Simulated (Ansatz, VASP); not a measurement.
Two plane-wave programs on CdSe

POSCAR

```
CdSe
1.0
    0.0000000000      3.0971537684      3.0971537684
    3.0971537684      0.0000000000      3.0971537684
    3.0971537684      3.0971537684      0.0000000000
Cd Se
1 1
Direct
    0.0000000000      0.0000000000      0.0000000000
    0.7500000000      0.7500000000      0.7500000000
```

Contents of INCAR.step1:

```
SYSTEM = CdSe
PREC = Accurate
ENCUT = 520
ISMEAR = 0
SIGMA = 0.02
LREAL = .FALSE.
LASPH = .TRUE.
NELM = 80
NBANDS = 16
GGA = PE
ALGO = Normal
EDIFF = 1E-4
LWAVE = .TRUE.
LCHARG = .FALSE.
```

File INCAR.step2:

```
SYSTEM = CdSe
PREC = Accurate
ENCUT = 520
EDIFF = 1E-6
ISMEAR = 0
SIGMA = 0.02
LREAL = .FALSE.
LASPH = .TRUE.
NELM = 80
ALGO = Normal
ISIF = 2
LWAVE = .FALSE.
LCHARG = .FALSE.
METAGGA = R2SCAN
LMIXTAU = .TRUE.
NBANDS = 16
ISTART = 1
```

The input KPOINTS:

```
Automatic mesh
0
G
  8 8 8
  0 0 0
```

Input for Ansatz:

```yaml
crystal:
  lattice:
    - [0.0, 3.0971537684, 3.0971537684]
    - [3.0971537684, 0.0, 3.0971537684]
    - [3.0971537684, 3.0971537684, 0.0]
  atoms:
    - { symbol: Cd, position: [0.0, 0.0, 0.0] }
    - { symbol: Se, position: [0.75, 0.75, 0.75] }
basis:
  ecutwfc: 500
kpoints:
  mp_grid: { grid: [8, 8, 8] }
hamiltonian:
  xc: r2scan
scf:
  occupations: { method: gaussian, width: 0.02 }
output:
  forces: true
  stress: true
  eigenvalues: true
```

Alike in both runs: task single point; functional r2SCAN; k mesh 8 × 8 × 8; occupations gaussian, width 0.02 eV; no spin polarisation.

|  | VASP | Ansatz |
| --- | --- | --- |
| version | VASP 6.6.1 | Ansatz 0.2.0 |
| potentials or method | VASP PAW PBE potentials, release 64 (Cd, Se), cutoff 520 eV | scalar-relativistic, plane waves, PAW |
| valence electrons in the cell | 18 | 36 |

Ansatz gave:

* gap on the k mesh at the Fermi level (eV): 0.97
* least direct gap on the mesh (eV): 0.97
* pressure (GPa): -1.4

Question: Estimate VASP's values.

Answer: gap on the k mesh at the Fermi level (eV): 0.96; least direct gap on the mesh (eV): 0.96; pressure (GPa): -1.2.

VASP's potentials were made for PBE, not for r2SCAN. VASP's potentials hold 18 valence electrons a cell and Ansatz's 36, so a difference there can come from the potentials and not from the codes.
